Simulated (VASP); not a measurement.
Set up this calculation in VASP 6.6.1, as the native input.

```yaml
Task: single point
Functional: PBE
Potentials_or_basis: VASP PAW PBE potentials, release 64 (Co)
Cutoff: 520 eV
k_mesh: 14 × 14 × 8
Occupations: fermi-dirac, width 0.05 eV
Spin: collinear spin, ferromagnetic start
Starting_moments: "[1.69, 1.69] μB"
Dipole_correction: no
Further_INCAR_settings: ALGO = Normal; EDIFF = 1e-06; NBANDS = 20
```

The structure of Co lies in POSCAR:

```
Co
1.0
    2.4935221926      0.0000000000      0.0000000000
   -1.2467610963      2.1594535637      0.0000000000
    0.0000000000      0.0000000000      4.0277844638
Co
2
Direct
    0.3333333333      0.6666666667      0.2500000000
    0.6666666667      0.3333333333      0.7500000000
```

The input as run:

INCAR

```
SYSTEM = Co
  PREC = Accurate
  ENCUT = 520
  EDIFF = 1E-6
  ISMEAR = -1
  SIGMA = 0.05
  LREAL = .FALSE.
  LASPH = .TRUE.
  NELM = 150
  ALGO = Normal
  ISIF = 2
  LWAVE = .FALSE.
  LCHARG = .FALSE.
  ISPIN = 2
  MAGMOM = 1.69 1.69
  LORBIT = 11
  LMAXMIX = 4
  GGA = PE
  NBANDS = 20
```

KPOINTS

```
regular mesh
0
G
  14 14 8
  0 0 0
```

Potentials or basis: VASP PAW PBE potentials, release 64 (Co).

Run with:

```console
$ cat potpaw_PBE.64/Co/POTCAR > POTCAR
$ mpirun -np 1 vasp_std > vasp.out
```

Results of the run:

```
Pressure                                              : -0.9 GPa
Net moment                                            : 3.15 μB per cell
Site moments                                          : Co +1.60 μB
Valence electrons inside the program's atomic spheres : Co 8.27
```

Wall time 42 s on 1 thread of Intel(R) Xeon(R) 6975P-C (Granite Rapids), on a shared host, peak memory 0.19 GiB.
